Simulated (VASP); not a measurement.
Here is a VASP 6.6.1 calculation.

INCAR

```
PREC     = Accurate       # precision mode
ENCUT    = 520            # plane-wave cutoff, eV
EDIFF    = 1E-6           # SCF threshold, eV
ISMEAR   = -1             # smearing method
SIGMA    = 0.05           # smearing width, eV
LREAL    = False          # projectors in reciprocal space
LASPH    = True           # aspherical terms in the spheres
NELM     = 150            # most SCF steps
ALGO     = Normal         # electronic algorithm
ISIF     = 2              # what is computed and relaxed
LWAVE    = False          # write WAVECAR
LCHARG   = False          # write CHGCAR
ISPIN    = 2              # spin polarisation
MAGMOM   = 1 1 1 1        # initial moments
LORBIT   = 11             # projections on sites
LMAXMIX  = 4              # l up to which the mixer works
GGA      = PS             # functional
NBANDS   = 35             # bands
```

File KPOINTS:

```
regular mesh
0
Gamma
  7 7 7
```

Contents of POSCAR:

```
Ti3Ni
1.0
    3.9612365211      0.0000000000      0.0000000000
    0.0000000000      3.9612365211      0.0000000000
    0.0000000000      0.0000000000      3.9612365211
Ni Ti
1 3
Direct
    0.0000000000      0.0000000000      0.0000000000
    0.5000000000      0.5000000000      0.0000000000
    0.5000000000      0.0000000000      0.5000000000
    0.0000000000      0.5000000000      0.5000000000
```

Potentials or basis: VASP PAW PBE potentials, release 64 (Ni, Ti_sv).

Launch:

```bash
$ cat potpaw_PBE.64/Ni/POTCAR potpaw_PBE.64/Ti_sv/POTCAR > POTCAR
$ mpirun -np 1 vasp_std > vasp.out
```

**Question.** Estimate the net moment.

**Answer.** 0.00 μB per cell.

**Question.** Estimate the pressure.

**Answer.** -7.4 GPa.

**Question.** What does it give for the band gap on the k mesh?

**Answer.** Zero (filled and empty bands overlap).

Caveat: the cell stands under tension; the PAW data sets were made with another functional, which shifts forces and pressure a little.
